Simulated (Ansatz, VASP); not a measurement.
**SrB: VASP beside Ansatz**

Contents of INCAR:

```
SYSTEM = SrB
PREC = Accurate
ENCUT = 520
EDIFF = 1E-6
ISMEAR = 0
SIGMA = 0.1
LREAL = .False.
LASPH = .True.
NELM = 100
ALGO = Normal
ISIF = 2
LWAVE = .False.
LCHARG = .True.
GGA = PE
LELF = .True.
LVHAR = .True.
NBANDS = 21
```

File KPOINTS:

```
regular mesh
0
Gamma
  16 16 16
  0 0 0
```

File POSCAR:

```
SrB
1.0
   -2.0979241496      2.0979241496      4.8885794317
    2.0979241496     -2.0979241496      4.8885794317
    2.0979241496      2.0979241496     -4.8885794317
Sr B
2 2
Direct
    0.2500000000      0.7500000000      0.5000000000
    0.5000000000      0.5000000000      0.0000000000
    0.7500000000      0.2500000000      0.5000000000
    0.0000000000      0.0000000000      0.0000000000
```

Input for Ansatz:

```yaml
crystal:
  lattice:
    - [-2.0979241496, 2.0979241496, 4.8885794317]
    - [2.0979241496, -2.0979241496, 4.8885794317]
    - [2.0979241496, 2.0979241496, -4.8885794317]
  atoms:
    - { symbol: Sr, position: [0.25, 0.75, 0.5] }
    - { symbol: Sr, position: [0.5, 0.5, 0.0] }
    - { symbol: B, position: [0.75, 0.25, 0.5] }
    - { symbol: B, position: [0.0, 0.0, 0.0] }
basis:
  ecutwfc: 420
kpoints:
  mp_grid: { grid: [16, 16, 16] }
  band_path:
    path:
      - [[0.0, 0.0, 0.0], [0.0, 0.0, 0.5], [0.25, 0.25, 0.25], [0.0, 0.5, 0.0], [0.0, 0.0, 0.0], [0.5, 0.5, -0.5], [0.296042, 0.703958, -0.296042]]
      - [[-0.296042, 0.296042, 0.296042], [0.0, 0.0, 0.0]]
      - [[0.0, 0.0, 0.5], [-0.09208401, 0.09208401, 0.5]]
      - [[0.5, 0.5, -0.09208401], [0.5, 0.5, -0.5]]
    npoints: 14
hamiltonian:
  xc: pbe
scf:
  occupations: { method: gaussian, width: 0.1 }
  n_extra_bands: 10
output:
  forces: true
  stress: true
  eigenvalues: true
  populations: true
  dos: { projected: true, de: 0.02, nscf_kmesh: { grid: [20, 20, 20] } }
  bader: true
  write_density: true
  write_potential: true
  elf: true
  volumetric_format: npy
```

Alike in both runs: task single point; functional PBE; k mesh 16 × 16 × 16; occupations gaussian, width 0.1 eV; no spin polarisation.

|  | VASP | Ansatz |
| --- | --- | --- |
| version | VASP 6.6.1 | Ansatz 0.2.0 |
| potentials or method | VASP PAW PBE potentials, release 64 (Sr_sv, B), cutoff 520 eV | scalar-relativistic, plane waves, PAW |
| valence electrons in the cell | 26 | 26 |

|  | VASP | Ansatz | Ansatz less VASP |
| --- | --- | --- | --- |
| gap on the k mesh at the Fermi level (eV) | none | none | - |
| pressure (GPa) | 0.2 | 0.0 | -0.19 |

A gap of «none» marks a metal or a gap that the smearing closes.
